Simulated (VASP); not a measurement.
# SiO2 (Fm-3m) in VASP: further runs

SiO2 is run at these levels: PBE; tasks: G0W0 quasiparticle levels.

Everything below comes from runs of VASP 6.6.1. Logs are shortened: lines on timing, memory, paths and dates and some standing lists are left out, and cuts for length are marked.

## Step 1: The cell of the first run

It takes space group Fm-3m (No. 225, cubic). The conventional cell has a = 4.528 Å, b = 4.528 Å, c = 4.528 Å, α = 90.00°, β = 90.00°, γ = 90.00°. Within 2.6 Å of Si (site symmetry m-3m) lie 8 O at 1.96 Å. O (site symmetry -43m) has 4 Si at 1.96 Å and 6 O at 2.26 Å within 2.6 Å.

## Step 2: G0W0 quasiparticle levels, PBE

POSCAR

```
SiO2
1.0
    0.0000000000      2.2641691173      2.2641691173
    2.2641691173      0.0000000000      2.2641691173
    2.2641691173      2.2641691173      0.0000000000
Si O
1 2
Direct
    0.0000000000      0.0000000000      0.0000000000
    0.2500000000      0.2500000000      0.2500000000
    0.7500000000      0.7500000000      0.7500000000
```

INCAR.step1

```
PREC = Accurate
ENCUT = 500
EDIFF = 1E-8
ISMEAR = 0
SIGMA = 0.01
LREAL = F
LASPH = T
NELM = 60
ALGO = Normal
LWAVE = T
LCHARG = F
GGA = PE
```

INCAR.step2

```
PREC = Accurate
ENCUT = 500
EDIFF = 1E-8
ISMEAR = 0
SIGMA = 0.01
LREAL = F
LASPH = T
NELM = 1
ALGO = Exact
LWAVE = T
LCHARG = F
GGA = PE
NBANDS = 95
LOPTICS = T
ISTART = 1
```

INCAR.step3

```
PREC = Accurate
ENCUT = 500
EDIFF = 1E-8
ISMEAR = 0
SIGMA = 0.01
LREAL = F
LASPH = T
ALGO = EVGW0
LWAVE = F
LCHARG = F
GGA = PE
NELMGW = 1
NBANDS = 95
ENCUTGW = 140.0
NOMEGA = 96
PRECFOCK = Fast
ISTART = 1
NBANDSGW = 16
OMEGAMAX = 20
```

KPOINTS

```
regular mesh
0
Gamma
  6 6 6
```

Potentials or basis: VASP PAW PBE potentials, release 64 (Si_GW, O_GW).

Started as:

```console
> cat potpaw_PBE.64/Si_GW/POTCAR potpaw_PBE.64/O_GW/POTCAR > POTCAR
> cp INCAR.step1 INCAR
> mpirun -np 1 vasp_std > vasp.out
> cp INCAR.step2 INCAR
> mpirun -np 1 vasp_std > vasp.out
> cp INCAR.step3 INCAR
> mpirun -np 1 vasp_std > vasp.out
```

OUTCAR:

```text
PREC = Accurate
   ENCUT = 500
   EDIFF = 1E-8
   ISMEAR = 0
   LREAL = F
   LASPH = T
   GGA = PE
   NELMGW = 1
   ENCUTGW = 140.0
   PRECFOCK = Fast
   ISTART = 1

 ion  position               nearest neighbor table
   1  0.000  0.000  0.000-   3 1.96   3 1.96   3 1.96   2 1.96   3 1.96   2 1.96   2 1.96   2 1.96

   2  0.250  0.250  0.250-   1 1.96   1 1.96   1 1.96   1 1.96
   3  0.750  0.750  0.750-   1 1.96   1 1.96   1 1.96   1 1.96

  LATTYP: Found a face centered cubic cell.
 ALAT       =     4.5283382346

  Lattice vectors:

 A1 = (   0.0000000000,   2.2641691173,   2.2641691173)
 A2 = (   2.2641691173,   0.0000000000,   2.2641691173)
 A3 = (   2.2641691173,   2.2641691173,   0.0000000000)

Analysis of symmetry for initial positions (statically):
=====================================================================
 Subroutine PRICEL returns:
 Original cell was already a primitive cell.

 Routine SETGRP: Setting up the symmetry group for a
 face centered cubic supercell.

 Subroutine GETGRP returns: Found 48 space group operations
 (whereof 48 operations were pure point group operations)
 out of a pool of 48 trial point group operations.

The static configuration has the point symmetry O_h .

Analysis of symmetry for dynamics (positions and initial velocities):
=====================================================================
 Subroutine PRICEL returns:
 Original cell was already a primitive cell.

 Routine SETGRP: Setting up the symmetry group for a
 face centered cubic supercell.

 Subroutine GETGRP returns: Found 48 space group operations
 (whereof 48 operations were pure point group operations)
 out of a pool of 48 trial point group operations.

The dynamic configuration has the point symmetry O_h .

 Subroutine INISYM returns: Found 48 space group operations
 (whereof 48 operations are pure point group operations),
 and found     1 'primitive' translations

----------------------------------------------------------------------------------------

                                     Primitive cell

  volume of cell :      23.2144

  direct lattice vectors                    reciprocal lattice vectors
     0.000000000  2.264169117  2.264169117    -0.220831561  0.220831561  0.220831561
[... 60 lines left out ...]
 -0.333333  0.500000  0.166667     12.000000
   k-points           NKPTS =     16   k-points in BZ     NKDIM =    216   number of bands    NBANDS=     95
   number of dos      NEDOS =    301   number of ions     NIONS =      3
   total plane-waves  NPLWV =  13824
   dimension x,y,z NGX =    24 NGY =   24 NGZ =   24
   dimension x,y,z NGXF=    48 NGYF=   48 NGZF=   48
   ions per type =               1   2
   NGX,Y,Z   is equivalent  to a cutoff of  12.46, 12.46, 12.46 a.u.
   NGXF,Y,Z  is equivalent  to a cutoff of  24.92, 24.92, 24.92 a.u.
 SYSTEM =  unknown system
   PREC   = accura    normal or accurate (medium, high low for compatibility)
   ISTART =      1    job   : 0-new  1-cont  2-samecut
   ICHARG =      0    charge: 1-file 2-atom 10-const
   ISPIN  =      1    spin polarized calculation?
   LNONCOLLINEAR =      F non collinear calculations
   LSORBIT =      F    spin-orbit coupling
   LASPH  =      T    aspherical Exc in radial PAW
   ENCUT  =  500.0 eV  36.75 Ry    6.06 a.u.   5.84  5.84  5.84*2*pi/ulx,y,z
   NELM   =     60;   NELMIN=  2; NELMDL=  0     # of ELM steps
   EDIFF  = 0.1E-07   stopping-criterion for ELM
   LREAL  =      F    real-space projection
   EDIFFG = 0.1E-06   stopping-criterion for IOM
   NSW    =      0    number of steps for IOM
   IBRION =     -1    ionic relax: 0-MD 1-quasi-New 2-CG
   NFREE  =      0    steps in history (QN), initial steepest desc. (CG)
   ISIF   =      0    stress and relaxation
   ISYM   =      3    0-nonsym 1-usesym 2-fastsym
   POTIM  = 0.5000    time-step for ionic-motion
   TEBEG  =    0.0;   TEEND  =   0.0 temperature during run
   PSTRESS=    0.0 pullay stress
   NELECT =      16.0000    total number of electrons
   NUPDOWN=      -1.0000    fix difference up-down
   EMIN   =  10.00;   EMAX   =-10.00  energy-range for DOS
   EFERMI =   0.00;   METHOD = LEGACY
   ISMEAR =     0;   SIGMA  =   0.01  broadening in eV -4-tet -1-fermi 0-gaus
   EFERMI_NEDOS =   21; number of points for ismear=-14 and -15
   IALGO  =     38    algorithm
   IMIX   =      4    mixing-type and parameters
     AMIX     =   0.40;   BMIX     =  1.00
     AMIX_MAG =   1.60;   BMIX_MAG =  1.00
  volume/ion in A,a.u.               =       7.74        52.22
  Fermi-wavevector in a.u.,A,eV,Ry     =   1.446092  2.732718 28.452265  2.091182
  Thomas-Fermi vector in A             =   2.564200
   LORBIT       =      0    0 simple, 1 ext, 2 COOP (PROOUT), +10 PAW based schemes
   GGA     = PE    functional components
   LHFCALC =     T    Hartree Fock is set to
   PRECFOCK=fast      Normal, Fast or Accurate (Low or Medium for compatibility)
   ENCUT4O =  -1.0   cutoff for four orbital integrals eV
   NKREDX  =     1    reduce k-point grid by
   NKREDY  =     1    reduce k-point grid by
   NKREDZ  =     1    reduce k-point grid by
   AEXX    =    1.0000 exact exchange contribution
   HFSCREEN=    0.0000 screening length (either q_TF or 0.3 A-1)
   HFSCREENC=   0.0000 screening length for correlation (either q_TF or 0.3 A-1)
   ENCUTFOCK=  -1.0 apply spherical cutoff to Coloumb kernel
   IVDW    =     0    specifies the selected vdW correction
   LEPSILON=     F    determine dielectric tensor
   LRPA    =     F    only Hartree local field effects (RPA)
   LRPAFORCE           =     F    calculate RPA forces
   ENCUTGW             = 140.0    cutoff for response function in eV
   ENCUTGWSOFT         = 112.0    soft cutoff for Coulomb kernel in GW response function in eV
   ENCUTLF             =  -1.0    cutoff for local field effects
   NELMGW              =     1    number of iterations in solving QP/BSE equation
   NELMHF              =     1    number of iterations in the inner HF iteration
   NKREDLFX            =     1    NKREDLFY  =   1   NKREDLFZ  =   1
 non-spin polarized calculation
 Gauss-broadening in eV      SIGMA  =   0.01
  energy-cutoff  :      500.00
  volume of cell :       23.21
 maximum number of plane-waves:       609
  NGX = 14; NGY = 14; NGZ = 14
   NGX = 11   NGY = 11   NGZ = 11
 maximum number of plane-waves:        92
 NGX is ok and might be reduce to    14

 QP shifts <psi_nk| G(iteration)W_0 |psi_nk>: iteration 1
 for sc-GW calculations column KS-energies equals QP-energies in previous step
 and V_xc(KS)=  KS-energies - (<T + V_ion + V_H > + <T+V_H+V_ion>^1  + <V_x>^1)

 k-point   1 :       0.0000    0.0000    0.0000
  band No.  KS-energies  QP-energies   sigma(KS)   V_xc(KS)     V^pw_x(r,r')   Z            occupation Imag(sigma)

      1     -13.6355     -15.1841     -19.7863     -17.4566     -29.7392       0.6647       2.0000       1.3447
      2      -6.7344      -8.4234     -23.5876     -21.3676     -32.6594       0.7608       2.0000       0.9509
      3       3.5112       2.5254     -19.6504     -18.3423     -24.6302       0.7536       2.0000       0.1509
      4       3.5112       2.5254     -19.6504     -18.3423     -24.6302       0.7536       2.0000       0.1509
      5       3.5112       2.5254     -19.6504     -18.3423     -24.6302       0.7536       2.0000       0.1509
      6       7.0798       6.2524     -20.5531     -19.4936     -24.7476       0.7810       2.0000       0.0520
[... 295 lines left out ...]
      2      -9.3460     -11.0665     -22.1759     -19.8028     -31.4540       0.7250       2.0000       1.0805
      3      -1.7024      -3.0405     -16.7144     -14.9357     -22.2883       0.7523       2.0000       0.4989
      4       0.3900      -0.8688     -17.6499     -15.9992     -22.9530       0.7626       2.0000       0.3674
      5       2.7858       1.7105     -18.9331     -17.5047     -23.9705       0.7527       2.0000       0.1945
      6       6.2152       5.3276     -20.3952     -19.2448     -24.8229       0.7715       2.0000       0.0632
[... 8 lines left out ...]
     15      27.9038      29.3556     -11.8255     -13.5994      -5.7501       0.8184       0.0000      -0.3246
     16      29.2553      30.7402     -11.5007     -13.3310      -5.2355       0.8113       0.0000      -0.3975
```

OUTCAR.step1:

```text
PREC = Accurate
   ENCUT = 500
   EDIFF = 1E-8
   ISMEAR = 0
   LREAL = F
[... 454 lines left out ...]
      0.00000      0.00000      0.00000         0.000000      0.000000      0.000000
      1.13208      1.13208      1.13208         0.000000      0.000000      0.000000
      3.39625      3.39625      3.39625        -0.000000     -0.000000     -0.000000
 -----------------------------------------------------------------------------------
    total drift:                                0.000000      0.000000      0.000000

  FREE ENERGIE OF THE ION-ELECTRON SYSTEM (eV)
  ---------------------------------------------------
  free  energy   TOTEN  =       -19.9451953353 eV

  energy  without entropy=      -19.9451953353  energy(sigma->0) =      -19.94519534
```

Wall time 3.3 min (1 thread of Intel Xeon 6975P-C (Granite Rapids), shared host); peak memory 0.45 GiB.

Results:

```
Quasiparticle gap                                   : 3.43 eV
Least direct quasiparticle gap                      : 3.43 eV
Band gap of the starting levels on the mesh         : 2.07 eV
Least direct gap of the starting levels on the mesh : 2.07 eV
```

Caveat: the k points lie up to 0.40 Å⁻¹ apart; bands, screening cutoff and mesh are small and nothing is extrapolated, so the quasiparticle values aren't converged; the structure was generated, so it needn't be the stable form of SiO2.

## Step 3: G0W0 quasiparticle levels, PBE

POSCAR is that of step 2.

INCAR.step1

```
SYSTEM = SiO2
PREC = Accurate
ENCUT = 500
EDIFF = 1E-8
ISMEAR = 0
SIGMA = 0.01
LREAL = .False.
LASPH = .True.
NELM = 80
ALGO = Normal
LWAVE = .True.
LCHARG = .False.
GGA = PE
```

INCAR.step2

```
SYSTEM = SiO2
PREC = Accurate
ENCUT = 500
EDIFF = 1E-8
ISMEAR = 0
SIGMA = 0.01
LREAL = .False.
LASPH = .True.
NELM = 1
ALGO = Exact
LWAVE = .True.
LCHARG = .False.
GGA = PE
NBANDS = 95
LOPTICS = .True.
ISTART = 1
```

INCAR.step3: that of step 2 with these lines changed.

```diff
@@ -1 +1,2 @@
+SYSTEM = SiO2
 PREC = Accurate
@@ -5,7 +6,7 @@
 SIGMA = 0.01
-LREAL = F
-LASPH = T
+LREAL = .False.
+LASPH = .True.
 ALGO = EVGW0
-LWAVE = F
-LCHARG = F
+LWAVE = .False.
+LCHARG = .False.
 GGA = PE
```

KPOINTS

```
regular mesh
0
Gamma
  6 6 6
  0 0 0
```

Potentials or basis: VASP PAW PBE potentials, release 64 (Si_GW, O_GW).

Started as:

```console
> cat potpaw_PBE.64/Si_GW/POTCAR potpaw_PBE.64/O_GW/POTCAR > POTCAR
> cp INCAR.step1 INCAR
> mpirun -np 1 vasp_std > vasp.out
> cp INCAR.step2 INCAR
> mpirun -np 1 vasp_std > vasp.out
> cp INCAR.step3 INCAR
> mpirun -np 1 vasp_std > vasp.out
```

OUTCAR:

```text
SYSTEM = SiO2
   PREC = Accurate
   ENCUT = 500
   EDIFF = 1E-8
   ISMEAR = 0
   LREAL = .False.
   LASPH = .True.
   GGA = PE
   NELMGW = 1
   ENCUTGW = 140.0
   PRECFOCK = Fast
   ISTART = 1

 ion  position               nearest neighbor table
   1  0.000  0.000  0.000-   3 1.96   3 1.96   3 1.96   2 1.96   3 1.96   2 1.96   2 1.96   2 1.96

   2  0.250  0.250  0.250-   1 1.96   1 1.96   1 1.96   1 1.96
   3  0.750  0.750  0.750-   1 1.96   1 1.96   1 1.96   1 1.96

  LATTYP: Found a face centered cubic cell.
 ALAT       =     4.5283382346

  Lattice vectors:
[... 167 lines left out ...]
   NELMGW              =     1    number of iterations in solving QP/BSE equation
   NELMHF              =     1    number of iterations in the inner HF iteration
   NKREDLFX            =     1    NKREDLFY  =   1   NKREDLFZ  =   1
 non-spin polarized calculation
 Gauss-broadening in eV      SIGMA  =   0.01
  energy-cutoff  :      500.00
  volume of cell :       23.21
 maximum number of plane-waves:       609
  NGX = 14; NGY = 14; NGZ = 14
   NGX = 11   NGY = 11   NGZ = 11
 maximum number of plane-waves:        92
 NGX is ok and might be reduce to    14

 QP shifts <psi_nk| G(iteration)W_0 |psi_nk>: iteration 1
 for sc-GW calculations column KS-energies equals QP-energies in previous step
 and V_xc(KS)=  KS-energies - (<T + V_ion + V_H > + <T+V_H+V_ion>^1  + <V_x>^1)

 k-point   1 :       0.0000    0.0000    0.0000
  band No.  KS-energies  QP-energies   sigma(KS)   V_xc(KS)     V^pw_x(r,r')   Z            occupation Imag(sigma)

      1     -13.6355     -15.1841     -19.7863     -17.4566     -29.7392       0.6647       2.0000       1.3447
      2      -6.7344      -8.4234     -23.5876     -21.3676     -32.6594       0.7608       2.0000       0.9509
      3       3.5112       2.5254     -19.6504     -18.3423     -24.6302       0.7536       2.0000       0.1509
      4       3.5112       2.5254     -19.6504     -18.3423     -24.6302       0.7536       2.0000       0.1509
      5       3.5112       2.5254     -19.6504     -18.3423     -24.6302       0.7536       2.0000       0.1509
      6       7.0798       6.2524     -20.5531     -19.4936     -24.7476       0.7810       2.0000       0.0520
[... 295 lines left out ...]
      2      -9.3460     -11.0665     -22.1759     -19.8028     -31.4540       0.7250       2.0000       1.0805
      3      -1.7024      -3.0405     -16.7144     -14.9357     -22.2883       0.7523       2.0000       0.4989
      4       0.3900      -0.8688     -17.6499     -15.9992     -22.9530       0.7626       2.0000       0.3674
      5       2.7858       1.7105     -18.9331     -17.5047     -23.9705       0.7527       2.0000       0.1945
      6       6.2152       5.3276     -20.3952     -19.2448     -24.8229       0.7715       2.0000       0.0632
[... 8 lines left out ...]
     15      27.9038      29.3556     -11.8255     -13.5994      -5.7501       0.8184       0.0000      -0.3246
     16      29.2553      30.7402     -11.5007     -13.3310      -5.2355       0.8113       0.0000      -0.3975
```

OUTCAR.step1:

```text
SYSTEM = SiO2
   PREC = Accurate
   ENCUT = 500
   EDIFF = 1E-8
   ISMEAR = 0
   LREAL = .False.
   LASPH = .True.
   NELM = 80
[... 452 lines left out ...]
      0.00000      0.00000      0.00000         0.000000      0.000000      0.000000
      1.13208      1.13208      1.13208         0.000000      0.000000      0.000000
      3.39625      3.39625      3.39625        -0.000000     -0.000000     -0.000000
 -----------------------------------------------------------------------------------
    total drift:                                0.000000      0.000000      0.000000

  FREE ENERGIE OF THE ION-ELECTRON SYSTEM (eV)
  ---------------------------------------------------
  free  energy   TOTEN  =       -19.9451953353 eV

  energy  without entropy=      -19.9451953353  energy(sigma->0) =      -19.94519534
```

OUTCAR.step2:

```text
SYSTEM = SiO2
   PREC = Accurate
   ENCUT = 500
   EDIFF = 1E-8
[... 918 lines left out ...]
  --------------------------------------------------------------------------------------------------------------
     0.00000     4.49214     4.49214     4.49214    -0.00000     0.00000    -0.00000
     1.79672     4.62491     4.62491     4.62491    -0.00000     0.00000    -0.00000
     3.59343     5.28737     5.28737     5.28737    -0.00000     0.00000    -0.00000
     5.39015     5.21407     5.21407     5.21407    -0.00000     0.00000    -0.00000
     7.18686     4.96919     4.96919     4.96919    -0.00000    -0.00000    -0.00000
     8.98358     5.78033     5.78033     5.78033    -0.00000     0.00000     0.00000
[... 92 lines left out ...]
   176.07815     0.96989     0.96989     0.96989     0.00000     0.00000     0.00000
   177.87487     0.97056     0.97056     0.97056     0.00000     0.00000     0.00000
```

Wall time 7.2 min (1 thread of Intel Xeon Platinum 8259CL at 2.50GHz (Skylake/Cascade Lake), shared host); peak memory 0.45 GiB.

What came out:

| Property | Result |
| --- | --- |
| Quasiparticle gap | 3.43 eV |
| Least direct quasiparticle gap | 3.43 eV |
| Band gap of the starting levels on the mesh | 2.07 eV |
| Least direct gap of the starting levels on the mesh | 2.07 eV |

Caveat: the k points lie up to 0.40 Å⁻¹ apart; bands, screening cutoff and mesh are small and nothing is extrapolated, so the quasiparticle values aren't converged; the structure was generated, so it needn't be the stable form of SiO2.
